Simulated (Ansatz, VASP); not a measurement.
**One calculation of Au, two programs**

Contents of INCAR:

```
ALGO = Fast
EDIFF = 1E-7
ENCUT = 520
GGA = PE
ISIF = 2
ISMEAR = -1
LASPH = T
LCHARG = F
LREAL = F
LWAVE = F
NBANDS = 18
NELM = 80
PREC = Accurate
SIGMA = 0.05
```

File KPOINTS:

```
k-points
0
Gamma
  10 10 6
```

Contents of POSCAR:

```
Au
1.0
    2.7774372439      0.0000000000      0.0000000000
   -0.0127802532      2.7820643814      0.0000000000
   -1.1225128459     -1.1693899293      4.8574651452
Au
2
Direct
    0.6728620000      0.6659620000      0.2740550000
    0.3271380000      0.3340380000      0.7259450000
```

The input input.yaml:

```yaml
crystal:
  lattice:
    - [2.7774372439, 0.0, 0.0]
    - [-0.0127802532, 2.7820643814, 0.0]
    - [-1.1225128459, -1.1693899293, 4.8574651452]
  atoms:
    - { symbol: Au, position: [0.672862, 0.665962, 0.274055] }
    - { symbol: Au, position: [0.327138, 0.334038, 0.725945] }
hamiltonian:
  xc: pbe
  pseudopotentials: { kind: paw }
kpoints:
  mp_grid: { grid: [10, 10, 6] }
scf:
  occupations: { method: fermi_dirac, width: 0.05 }
output:
  forces: true
  stress: true
  eigenvalues: true
```

Alike in both runs: task single point; functional PBE; k mesh 10 × 10 × 6; occupations fermi-dirac, width 0.05 eV; no spin polarisation.

|  | VASP | Ansatz |
| --- | --- | --- |
| version | VASP 6.6.1 | Ansatz 0.2.0 |
| potentials or method | VASP PAW PBE potentials, release 64 (Au) | Ansatz PAW |
| plane-wave cutoff (eV) | 520 | 420 |
| valence electrons in the cell | 22 | 38 |

Ansatz gave:

```
gap on the k mesh at the Fermi level (eV)                     : none
pressure (GPa)                                                : 4.5
traceless stress, the component that is largest in VASP (GPa) : 1.70
rms of the force components (eV/Å)                            : 0.034
```

Problem. Which values does VASP return?

Solution. gap on the k mesh at the Fermi level (eV): none; pressure (GPa): 4.3; traceless stress, the component that is largest in VASP (GPa): 1.68; rms of the force components (eV/Å): 0.034.

Atom by atom the forces differ by 0.001 eV/Å (rms over components). A gap of «none» marks a metal or a gap that the smearing closes. VASP's potentials hold 22 valence electrons a cell and Ansatz's 38, so a difference there can come from the potentials and not from the codes.

Neither program's run includes spin-orbit coupling.
